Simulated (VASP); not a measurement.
Write the native input for VASP 6.6.1 that does the following.

```
Task                   : single point
Functional             : PBE
Potentials or basis    : VASP PAW PBE potentials, release 64 (Mg, Cd, Se)
Cutoff                 : 600 eV
k mesh                 : 2 × 2 × 2
Occupations            : gaussian, width 0.15 eV
Spin                   : no spin polarisation
Dipole correction      : no
Further INCAR settings : ALGO = Normal; EDIFF = 1e-06; NBANDS = 41
```

The structure of MgCd3Se4 lies in POSCAR:

```
MgCd3Se4
1.0
   -3.5545389924      3.5545389924      3.5545389924
    3.5545389924     -3.5545389924      3.5545389924
    3.5545389924      3.5545389924     -3.5545389924
Mg Cd Se
1 3 4
Direct
    0.0000000000      0.0000000000      0.0000000000
    0.0000000000      0.5000000000      0.5000000000
    0.5000000000      0.0000000000      0.5000000000
    0.5000000000      0.5000000000      0.0000000000
    0.5000000000      0.5000000000      0.5000000000
    0.0000000000      0.0000000000      0.5000000000
    0.0000000000      0.5000000000      0.0000000000
    0.5000000000      0.0000000000      0.0000000000
```

These files were run (other wordings do the same):

INCAR

```
SYSTEM = MgCd3Se4
PREC = Accurate
ENCUT = 600
EDIFF = 1E-6
ISMEAR = 0
SIGMA = 0.15
LREAL = .False.
LASPH = .True.
NELM = 120
ALGO = Normal
ISIF = 2
LWAVE = .False.
LCHARG = .True.
GGA = PE
LELF = .True.
LVHAR = .True.
NBANDS = 41
GGA_COMPAT = .False.
```

KPOINTS

```
Automatic mesh
0
Gamma
  2 2 2
  0 0 0
```

Potentials or basis: VASP PAW PBE potentials, release 64 (Mg, Cd, Se).

Command:

```bash
$ cat potpaw_PBE.64/Mg/POTCAR potpaw_PBE.64/Cd/POTCAR potpaw_PBE.64/Se/POTCAR > POTCAR
$ mpirun -np 1 vasp_std > vasp.out
```

It gave:

```json
{
  "Pressure": "-0.1 GPa",
  "Band gap on the k mesh": "zero (band 31 reaches 3.47 eV, above the bottom of band 32 at 3.21 eV)"
}
```

Caveat: the k points lie up to 0.62 Å⁻¹ apart.

It took 24 s on 1 thread of Intel(R) Xeon(R) 6975P-C (Granite Rapids) (shared host), peak memory 0.35 GiB.
